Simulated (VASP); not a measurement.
# Sb2Br4O (I4/mmm) in VASP: notebook

Sb2Br4O is run at these levels: PBE; tasks: single point.

All numbers are computed with VASP 6.6.1; they aren't measurements. Logs are shortened: lines on timing, memory, paths and dates and some standing lists are left out, and cuts for length are marked.

## (1) The cell of the first run

The structure is tetragonal, space group I4/mmm (No. 139). The conventional cell has a = 4.893 Å, b = 4.893 Å, c = 17.163 Å, α = 90.00°, β = 90.00°, γ = 90.00°. Within 3.9 Å of Br (site symmetry 4mm) lie 1 O at 2.96 Å and 5 Sb at 3.27 to 3.51 Å and 4 Br at 3.84 Å. Br (site symmetry mmm) has 2 O at 2.45 Å within 3.2 Å. Within 3.2 Å of O (site symmetry 4/mmm) lie 6 Br at 2.45 to 2.96 Å. Within 4.3 Å of Sb (site symmetry 4mm) lie 9 Br at 3.27 to 3.51 Å and 4 O at 4.18 Å.

## (2) Single point, PBE

The input, INCAR:

```
  PREC = Accurate
  ENCUT = 520
  EDIFF = 1E-6
  ISMEAR = 1
  SIGMA = 0.2699
  LREAL = False
  LASPH = True
  NELM = 60
  ALGO = Normal
  ISIF = 2
  LWAVE = False
  LCHARG = False
  GGA = PE
  NBANDS = 31
```

The input, KPOINTS:

```
Automatic mesh
0
Gamma
  6 6 6
```

The input, POSCAR:

```
Sb2Br4O
1.0
    0.0000000000      4.8928780000      0.0000000000
    4.8928780000      0.0000000000      0.0000000000
    2.4464390000      2.4464390000     -8.5816650000
Br O Sb
4 1 2
Direct
    0.3275100000      0.3275100000      0.3449800000
    0.6724900000      0.6724900000      0.6550200000
    0.5000000000      0.0000000000      0.0000000000
    0.0000000000      0.5000000000      0.0000000000
    0.5000000000      0.5000000000      0.0000000000
    0.1368000000      0.1368000000      0.7264000000
    0.8632000000      0.8632000000      0.2736000000
```

Potentials or basis: VASP PAW PBE potentials, release 64 (Br, O, Sb).

Started as:

```console
$ cat potpaw_PBE.64/Br/POTCAR potpaw_PBE.64/O/POTCAR potpaw_PBE.64/Sb/POTCAR > POTCAR
$ mpirun -np 1 vasp_std > vasp.out
```

OUTCAR:

```text
PREC = Accurate
   ENCUT = 520
   EDIFF = 1E-6
   ISMEAR = 1
   LREAL = False
   LASPH = True
   NELM = 60
   ISIF = 2
   GGA = PE

 ion  position               nearest neighbor table
   1  0.328  0.328  0.345-   6 3.27
   2  0.672  0.672  0.655-   7 3.27
   3  0.500  0.000  0.000-
   4  0.000  0.500  0.000-
   5  0.500  0.500  0.000-
   6  0.137  0.137  0.726-   1 3.27
   7  0.863  0.863  0.274-   2 3.27

  LATTYP: Found a body centered tetragonal cell.
 ALAT       =     4.8928780000
 C/A-ratio  =     3.5078189156

  Lattice vectors:

 A1 = (  -2.4464390000,   2.4464390000,   8.5816650000)
 A2 = (   2.4464390000,  -2.4464390000,   8.5816650000)
 A3 = (   2.4464390000,   2.4464390000,  -8.5816650000)

Analysis of symmetry for initial positions (statically):
=====================================================================
 Subroutine PRICEL returns:
 Original cell was already a primitive cell.

 Routine SETGRP: Setting up the symmetry group for a
 body centered tetragonal supercell.

 Subroutine GETGRP returns: Found 16 space group operations
 (whereof 16 operations were pure point group operations)
 out of a pool of 16 trial point group operations.

The static configuration has the point symmetry D_4h.

Analysis of symmetry for dynamics (positions and initial velocities):
=====================================================================
 Subroutine PRICEL returns:
 Original cell was already a primitive cell.

 Routine SETGRP: Setting up the symmetry group for a
 body centered tetragonal supercell.

 Subroutine GETGRP returns: Found 16 space group operations
 (whereof 16 operations were pure point group operations)
 out of a pool of 16 trial point group operations.

The dynamic configuration has the point symmetry D_4h.

 Subroutine INISYM returns: Found 16 space group operations
 (whereof 16 operations are pure point group operations),
 and found     1 'primitive' translations

----------------------------------------------------------------------------------------

                                     Primitive cell

  volume of cell :     205.4472

  direct lattice vectors                    reciprocal lattice vectors
     0.000000000  4.892878000  0.000000000     0.000000000  0.204378691  0.058263752
     4.892878000  0.000000000  0.000000000     0.204378691  0.000000000  0.058263752
     2.446439000  2.446439000 -8.581665000     0.000000000  0.000000000 -0.116527504

  length of vectors
     4.892878000  4.892878000  9.252842900     0.212521326  0.212521326  0.116527504

  position of ions in fractional coordinates (direct lattice)
     0.327510000  0.327510000  0.344980000
     0.672490000  0.672490000  0.655020000
     0.500000000  0.000000000  0.000000000
     0.000000000  0.500000000  0.000000000
     0.500000000  0.500000000  0.000000000
     0.136800000  0.136800000  0.726400000
     0.863200000  0.863200000  0.273600000

  ion indices of the primitive-cell ions
   primitive index   ion index
                 1           1
                 2           2
                 3           3
                 4           4
                 5           5
                 6           6
                 7           7

----------------------------------------------------------------------------------------

 KPOINTS: Automatic mesh

Automatic generation of k-mesh.
 Grid dimensions read from file:
 generate k-points for:    6    6    6

 Generating k-lattice:

  Cartesian coordinates                     Fractional coordinates (reciprocal lattice)
     0.000000000  0.034063115  0.009710625     0.166666667  0.000000000  0.000000000
     0.034063115  0.000000000  0.009710625     0.000000000  0.166666667  0.000000000
     0.000000000  0.000000000 -0.019421251     0.000000000  0.000000000  0.166666667

  Length of vectors
     0.035420221  0.035420221  0.019421251

  Shift w.r.t. Gamma in fractional coordinates (k-lattice)
     0.000000000  0.000000000  0.000000000

 Subroutine IBZKPT returns following result:
 ===========================================

 Found     30 irreducible k-points:

 Following reciprocal coordinates:
            Coordinates               Weight
  0.000000  0.000000  0.000000      1.000000
  0.166667  0.000000 -0.000000      8.000000
  0.333333  0.000000  0.000000      8.000000
  0.500000  0.000000  0.000000      4.000000
  0.166667  0.166667 -0.000000      8.000000
  0.333333  0.166667  0.000000     16.000000
[... 16 lines left out ...]
 -0.333333 -0.333333  0.166667      4.000000
 -0.166667 -0.333333  0.166667     16.000000
 [... further k-points ...]
   k-points           NKPTS =     30   k-points in BZ     NKDIM =     30   number of bands    NBANDS=     31
   number of dos      NEDOS =    301   number of ions     NIONS =      7
   total plane-waves  NPLWV =  90720
   dimension x,y,z NGX =    36 NGY =   36 NGZ =   70
   dimension x,y,z NGXF=    72 NGYF=   72 NGZF=  140
   ions per type =               4   1   2
   NGX,Y,Z   is equivalent  to a cutoff of  12.23, 12.23, 12.58 a.u.
   NGXF,Y,Z  is equivalent  to a cutoff of  24.46, 24.46, 25.15 a.u.
 SYSTEM =  unknown system
   PREC   = accura    normal or accurate (medium, high low for compatibility)
   ISTART =      0    job   : 0-new  1-cont  2-samecut
   ICHARG =      2    charge: 1-file 2-atom 10-const
   ISPIN  =      1    spin polarized calculation?
   LNONCOLLINEAR =      F non collinear calculations
   LSORBIT =      F    spin-orbit coupling
   LASPH  =      T    aspherical Exc in radial PAW
   ENCUT  =  520.0 eV  38.22 Ry    6.18 a.u.   9.10  9.10 17.20*2*pi/ulx,y,z
   NELM   =     60;   NELMIN=  2; NELMDL= -5     # of ELM steps
   EDIFF  = 0.1E-05   stopping-criterion for ELM
   LREAL  =      F    real-space projection
   EDIFFG = 0.1E-04   stopping-criterion for IOM
   NSW    =      0    number of steps for IOM
   IBRION =     -1    ionic relax: 0-MD 1-quasi-New 2-CG
   NFREE  =      0    steps in history (QN), initial steepest desc. (CG)
   ISIF   =      2    stress and relaxation
   ISYM   =      2    0-nonsym 1-usesym 2-fastsym
   POTIM  = 0.5000    time-step for ionic-motion
   TEBEG  =    0.0;   TEEND  =   0.0 temperature during run
   PSTRESS=    0.0 pullay stress
   NELECT =      44.0000    total number of electrons
   NUPDOWN=      -1.0000    fix difference up-down
   EMIN   =  10.00;   EMAX   =-10.00  energy-range for DOS
   EFERMI =   0.00;   METHOD = LEGACY
   ISMEAR =     1;   SIGMA  =   0.27  broadening in eV -4-tet -1-fermi 0-gaus
   EFERMI_NEDOS =   21; number of points for ismear=-14 and -15
   IALGO  =     38    algorithm
   IMIX   =      4    mixing-type and parameters
     AMIX     =   0.40;   BMIX     =  1.00
     AMIX_MAG =   1.60;   BMIX_MAG =  1.00
  volume/ion in A,a.u.               =      29.35       198.06
  Fermi-wavevector in a.u.,A,eV,Ry     =   0.979473  1.850935 13.052974  0.959367
  Thomas-Fermi vector in A             =   2.110328
   LORBIT       =      0    0 simple, 1 ext, 2 COOP (PROOUT), +10 PAW based schemes
   GGA     = PE    functional components
   LHFCALC =     F    Hartree Fock is set to
   AEXX    =    0.0000 exact exchange contribution
   IVDW    =     0    specifies the selected vdW correction
   LEPSILON=     F    determine dielectric tensor
   LRPA    =     F    only Hartree local field effects (RPA)
 non-spin polarized calculation
 Methfessel and Paxton  Order N= 1 SIGMA  =   0.27
  energy-cutoff  :      520.00
  volume of cell :      205.45
 maximum number of plane-waves:      5561
   NGX = 19   NGY = 19   NGZ = 35

 number of electron      43.9999998 magnetization

 Free energy of the ion-electron system (eV)
  ---------------------------------------------------
  ext. energy  EPLUGINS =         0.00000000
  ---------------------------------------------------
  free energy    TOTEN  =       -17.32476720 eV

  energy without entropy =      -17.31477032  energy(sigma->0) =      -17.32143490

 E-fermi :   2.8647     XC(G=0):  -8.7044

 val. band max:        2.8622001140   @ k =  -0.1667   0.1667   0.0000
 cond. band min:       2.8701095253   @ k =  -0.1667  -0.1667   0.1667
 fundamental gap:      0.0079094114
 Fermi energy:         2.8647048366

 k-point     1 :       0.0000    0.0000    0.0000
  band No.  band energies     occupation
      1     -14.5471      2.00000
      2     -12.0327      2.00000
      3     -11.8888      2.00000
      4     -11.8160      2.00000
      5     -11.5696      2.00000
      6      -6.3512      2.00000
[... 23 lines left out ...]
     30       8.1030     -0.00000
     31       8.7243      0.00000

 k-point     2 :       0.1667    0.0000   -0.0000
  band No.  band energies     occupation
      1     -14.4816      2.00000
      2     -12.0145      2.00000
      3     -11.9064      2.00000
      4     -11.8861      2.00000
      5     -11.6202      2.00000
      6      -6.3479      2.00000
[... 23 lines left out ...]
     30       8.5601      0.00000
     31       9.1117      0.00000

 k-point     3 :       0.3333    0.0000    0.0000
  band No.  band energies     occupation
      1     -14.3296      2.00000
      2     -12.1822      2.00000
      3     -11.9673      2.00000
      4     -11.8878      2.00000
      5     -11.6394      2.00000
      6      -6.3369      2.00000
[... 23 lines left out ...]
     30       9.1130      0.00000
     31       9.5058      0.00000

 k-point     4 :       0.5000    0.0000    0.0000
  band No.  band energies     occupation
      1     -14.2386      2.00000
      2     -12.3417      2.00000
      3     -11.9332      2.00000
      4     -11.9007      2.00000
      5     -11.6358      2.00000
      6      -6.3184      2.00000
[... 635 lines left out ...]
     30       9.2139      0.00000
     31       9.8936      0.00000

 k-point    23 :      -0.3333   -0.3333    0.1667
  band No.  band energies     occupation
      1     -14.0986      2.00000
      2     -12.1765      2.00000
      3     -12.0718      2.00000
      4     -11.9434      2.00000
      5     -11.8651      2.00000
      6      -6.2929      2.00000
[... 23 lines left out ...]
     30       9.0358      0.00000
     31       9.7191      0.00000

 k-point    24 :      -0.1667   -0.3333    0.1667
  band No.  band energies     occupation
      1     -14.2603      2.00000
      2     -12.1705      2.00000
      3     -11.9751      2.00000
      4     -11.8655      2.00000
      5     -11.7887      2.00000
      6      -6.2560      2.00000
[... 23 lines left out ...]
     30       9.1677      0.00000
     31       9.4189      0.00000

 [... further k-points ...]

------------------------ aborting loop because EDIFF is reached ----------------------------------------

  FORCE on cell =-STRESS in cart. coord.  units (eV):
  Direction    XX          YY          ZZ          XY          YZ          ZX
  --------------------------------------------------------------------------------------
  -------------------------------------------------------------------------------------
  Total       -6.9220832     -6.9220832     -7.6556489      0.0000000     -0.0000000      0.0000000
  in kB      -53.9817634    -53.9817634    -59.7024648      0.0000000     -0.0000000      0.0000000
  external PRESSURE =     -55.8886639 kB  Pullay stress =       0.0000000 kB

 VOLUME and BASIS-vectors are now :
 -----------------------------------------------------------------------------
  energy-cutoff  :      520.00
  volume of cell :      205.45
      direct lattice vectors                 reciprocal lattice vectors
     0.000000000  4.892878000  0.000000000     0.000000000  0.204378691  0.058263752
     4.892878000  0.000000000  0.000000000     0.204378691  0.000000000  0.058263752
     2.446439000  2.446439000 -8.581665000     0.000000000  0.000000000 -0.116527504

 POSITION                                       TOTAL-FORCE (eV/Angst)
 -----------------------------------------------------------------------------------
      2.44644      2.44644     -2.96050        -0.000000     -0.000000     -0.784049
      4.89288      4.89288     -5.62116         0.000000      0.000000      0.784049
      0.00000      2.44644      0.00000         0.000000      0.000000      0.000000
      2.44644      0.00000      0.00000         0.000000      0.000000      0.000000
      2.44644      2.44644      0.00000        -0.000000     -0.000000      0.000000
      2.44644      2.44644     -6.23372         0.000000      0.000000      0.080723
      4.89288      4.89288     -2.34794        -0.000000     -0.000000     -0.080723
 -----------------------------------------------------------------------------------
    total drift:                                0.000000      0.000000      0.000000

  FREE ENERGIE OF THE ION-ELECTRON SYSTEM (eV)
  ---------------------------------------------------
  free  energy   TOTEN  =       -17.3247671959 eV

  energy  without entropy=      -17.3147703177  energy(sigma->0) =      -17.32143490
```

Run time: 2.8 min. Hardware: 1 thread of Intel Xeon Platinum 8259CL at 2.50GHz (Skylake/Cascade Lake), shared host; peak memory 0.39 GiB.

What came out:

| Quantity | Value |
| --- | --- |
| Free energy | -17.3248 eV |
| Pressure | -5.6 GPa |
| Largest force | 0.784 eV/Å |
| Band gap on the k mesh | zero (band 22 reaches 3.57 eV, above the bottom of band 23 at 2.45 eV) |

Forces on the atoms (eV/Å):
```
Br   0.000  0.000 -0.784
Br   0.000  0.000  0.784
Br   0.000  0.000  0.000
Br   0.000  0.000  0.000
O    0.000  0.000  0.000
Sb   0.000  0.000  0.081
Sb   0.000  0.000 -0.081
```

Stress tensor (GPa, compression positive):
```
-5.40  0.00  0.00
 0.00 -5.40  0.00
 0.00  0.00 -5.97
```

Caveat: spin-orbit coupling is left out, which moves the levels of the heavy elements.

## (3) Single point, PBE, collinear spin, ferrimagnetic start

The input, INCAR:

```
ALGO = Normal
EDIFF = 1E-6
ENCUT = 520
GGA = PE
ISIF = 2
ISMEAR = 1
ISPIN = 2
LASPH = True
LCHARG = False
LORBIT = 11
LREAL = False
LWAVE = False
MAGMOM = 0.5 4 -0.5 -0.5 -4 -1 1
NBANDS = 35
NELM = 150
PREC = Accurate
SIGMA = 0.2699
```

The input, KPOINTS:

```
k-points
0
Gamma
  4 4 4
```

POSCAR is that of step 2.

Potentials or basis: VASP PAW PBE potentials, release 64 (Br, O, Sb).

Started as:

```console
$ cat potpaw_PBE.64/Br/POTCAR potpaw_PBE.64/O/POTCAR potpaw_PBE.64/Sb/POTCAR > POTCAR
$ mpirun -np 1 vasp_std > vasp.out
```

OUTCAR:

```text
EDIFF = 1E-6
   ENCUT = 520
   GGA = PE
   ISIF = 2
   ISMEAR = 1
   ISPIN = 2
   LASPH = True
   LORBIT = 11
   LREAL = False
   NELM = 150
   PREC = Accurate

 ion  position               nearest neighbor table
   1  0.328  0.328  0.345-   6 3.27
   2  0.672  0.672  0.655-   7 3.27
   3  0.500  0.000  0.000-
   4  0.000  0.500  0.000-
   5  0.500  0.500  0.000-
   6  0.137  0.137  0.726-   1 3.27
   7  0.863  0.863  0.274-   2 3.27

  LATTYP: Found a body centered tetragonal cell.
 ALAT       =     4.8928780000
 C/A-ratio  =     3.5078189156

  Lattice vectors:

 A1 = (  -2.4464390000,   2.4464390000,   8.5816650000)
 A2 = (   2.4464390000,  -2.4464390000,   8.5816650000)
[... 1169 lines left out ...]
  --------------------------------------------------------------------------------------
  -------------------------------------------------------------------------------------
  Total       -7.0900216     -7.0900216     -6.6868829      0.0000000      0.0000000      0.0000000
  in kB      -55.2914286    -55.2914286    -52.1475571      0.0000000      0.0000000      0.0000000
  external PRESSURE =     -54.2434714 kB  Pullay stress =       0.0000000 kB

 VOLUME and BASIS-vectors are now :
 -----------------------------------------------------------------------------
  energy-cutoff  :      520.00
  volume of cell :      205.45
      direct lattice vectors                 reciprocal lattice vectors
     0.000000000  4.892878000  0.000000000     0.000000000  0.204378691  0.058263752
     4.892878000  0.000000000  0.000000000     0.204378691  0.000000000  0.058263752
     2.446439000  2.446439000 -8.581665000     0.000000000  0.000000000 -0.116527504

 POSITION                                       TOTAL-FORCE (eV/Angst)
 -----------------------------------------------------------------------------------
      2.44644      2.44644     -2.96050         0.000000      0.000000     -0.885842
      4.89288      4.89288     -5.62116         0.000000      0.000000      0.885830
      0.00000      2.44644      0.00000        -0.000000     -0.000000     -0.000004
      2.44644      0.00000      0.00000        -0.000000     -0.000000     -0.000004
      2.44644      2.44644      0.00000        -0.000000     -0.000000      0.000023
      2.44644      2.44644     -6.23372        -0.000000     -0.000000      0.190862
      4.89288      4.89288     -2.34794        -0.000000     -0.000000     -0.190864
 -----------------------------------------------------------------------------------
    total drift:                                0.000000     -0.000000      0.000040

  FREE ENERGIE OF THE ION-ELECTRON SYSTEM (eV)
  ---------------------------------------------------
  free  energy   TOTEN  =       -17.2420844488 eV

  energy  without entropy=      -17.2410895572  energy(sigma->0) =      -17.24175282

 total charge

# of ion       s       p       d       tot
------------------------------------------
    1        1.633   3.091   0.012   4.736
    2        1.633   3.091   0.012   4.736
    3        1.648   3.004   0.031   4.683
    4        1.648   3.004   0.031   4.683
    5        1.630   3.080   0.000   4.710
    6        1.305   0.839   0.014   2.158
    7        1.305   0.839   0.014   2.158
--------------------------------------------------
tot         10.803  16.946   0.113  27.862

 magnetization (x)

# of ion       s       p       d       tot
------------------------------------------
    1        0.000  -0.002   0.000  -0.002
    2        0.000  -0.002   0.000  -0.002
    3       -0.004  -0.064  -0.001  -0.069
    4       -0.004  -0.064  -0.001  -0.069
    5       -0.009  -0.285   0.000  -0.293
    6        0.000   0.019   0.000   0.019
    7        0.000   0.019   0.000   0.019
--------------------------------------------------
tot         -0.016  -0.378  -0.001  -0.395
```

It took 4.2 min on 1 thread of Intel Xeon Platinum 8259CL at 2.50GHz (Skylake/Cascade Lake), shared host; peak memory 0.44 GiB.

What came out:

| Item | Value |
| --- | --- |
| Free energy | -17.2421 eV |
| Pressure | -5.4 GPa |
| Largest force | 0.886 eV/Å |
| Net moment | -0.41 μB per cell |
| Site moments | Br -0.00, -0.07; O -0.29; Sb +0.02 μB |
| Valence electrons inside the program's atomic spheres | Br 4.74, 4.68; O 4.71; Sb 2.16 |

Forces in eV/Å, atoms in the order of the input:
```
Br   0.000  0.000 -0.886
Br   0.000  0.000  0.886
Br   0.000  0.000  0.000
Br   0.000  0.000  0.000
O    0.000  0.000  0.000
Sb   0.000  0.000  0.191
Sb   0.000  0.000 -0.191
```

Caveat: spin-orbit coupling is left out, which moves the levels of the heavy elements; the moment fell far below its start of 4 μB, so a state of higher moment may lie lower in energy.
